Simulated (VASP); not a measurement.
**Al3Ru: relaxation of cell and atoms with PBE**

Al3Ru:

```
Al Ru
1.0
     3.48206    0.00000    0.00000
    -1.74103    3.01555    0.00000
     0.00000    0.00000    6.34096
Al Ru
3 1
Direct
  0.00000 0.00000 0.25800
  0.00000 0.00000 0.74200
  0.00000 0.00000 0.50000
  0.00000 0.00000 0.00000
```

The cell was built from a structure type or drawn by symmetry, and may not be a known phase.

```json
{
 "Program": "VASP 6.6.1",
 "Task": "relaxation of cell and atoms",
 "Functional": "PBE",
 "Potentials or basis": "VASP PAW PBE potentials, release 64 (Al, Ru_pv)",
 "Cutoff": "600 eV",
 "k mesh": "6 × 6 × 4",
 "Occupations": "gaussian, width 0.1 eV",
 "Spin": "no spin polarisation",
 "Dipole correction": "no",
 "Further INCAR settings": "ALGO = Fast; EDIFF = 1e-06; IBRION = 2; EDIFFG = -0.04; NSW = 90; ISIF = 3"
}
```

* Relaxed volume: 16.99 Å³/atom
* Relaxed cell: a = 2.742 Å, b = 2.742 Å, c = 10.439 Å, α = 90.00°, β = 90.00°, γ = 120.00°
* Space group after relaxing (to 0.1 Å): P6/mmm (No. 191)
* Pressure after relaxing: 0.0 GPa
* Band gap on the k mesh: zero (an odd number of electrons rules out a gap without spin polarisation)

Stress tensor (GPa, compression positive):
```
-0.07  0.00  0.00
 0.00 -0.07  0.00
 0.00  0.00  0.01
```

Final structure:
```yaml
crystal:
  lattice:
    - [2.74152, 0.00000, 0.00000]
    - [-1.37076, 2.37422, 0.00000]
    - [0.00000, 0.00000, 10.43907]
  atoms:
    - { symbol: Al, position: [0.00000, 0.00000, 0.23851] }
    - { symbol: Al, position: [0.00000, 0.00000, 0.76149] }
    - { symbol: Al, position: [0.00000, 0.00000, 0.50000] }
    - { symbol: Ru, position: [0.00000, 0.00000, 0.00000] }
```

Levels at points of the mesh, in eV from the Fermi level:
```tsv
k point	band 9	band 10	band 11	band 12	band 13	band 14
(0.00, 0.00, 0.00)	-2.65	-1.46	-1.46	0.56	0.56	2.68
(0.50, 0.00, 0.00)	-2.35	-1.70	-1.49	-0.19	1.65	1.73
(0.00, 0.00, 0.50)	-1.46	-1.46	-1.02	0.53	0.57	0.57
(0.50, 0.00, 0.50)	-2.99	-0.76	-0.47	-0.34	-0.19	1.81
```

Wall time 20 min on 1 thread of Intel(R) Xeon(R) 6975P-C (Granite Rapids), with other jobs on the host, peak memory 0.23 GiB.

Caveat: a cell axis changed by over 15 % at a fixed basis, so the end point is rough.
